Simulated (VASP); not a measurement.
A run of VASP 6.6.1 is set up as follows.

Contents of INCAR:

```
SYSTEM = TaRu
PREC = Accurate
ENCUT = 520
EDIFF = 1E-8
ISMEAR = -1
SIGMA = 0.05
LREAL = .False.
LASPH = .True.
NELM = 60
ALGO = Normal
ISIF = 2
LWAVE = .False.
LCHARG = .False.
GGA = CA
LEFG = .True.
NBANDS = 20
```

File KPOINTS:

```
regular mesh
0
Gamma
  11 11 10
  0 0 0
```

File POSCAR:

```
TaRu
1.0
    3.1128779469      0.0000000000      0.0000000000
    0.0000000000      3.1128779469      0.0000000000
    0.0000000000      0.0000000000      3.4554678552
Ta Ru
1 1
Direct
    0.5000000000      0.5000000000      0.5000000000
    0.0000000000      0.0000000000      0.0000000000
```

Potentials or basis: VASP PAW LDA potentials, release 64 (Ta_pv, Ru_pv).

Command:

```sh
$ cat potpaw_LDA.64/Ta_pv/POTCAR potpaw_LDA.64/Ru_pv/POTCAR > POTCAR
$ mpirun -np 1 vasp_std > vasp.out
```

Task: Predict the pressure.

Result: -22.1 GPa.

Stress tensor (GPa, compression positive):
```
-22.65   0.00   0.00
  0.00 -22.65   0.00
  0.00   0.00 -20.90
```

Caveat: without QUAD_EFG the Cq values of the log hold for a quadrupole moment of 1 mb, not for the nuclei.
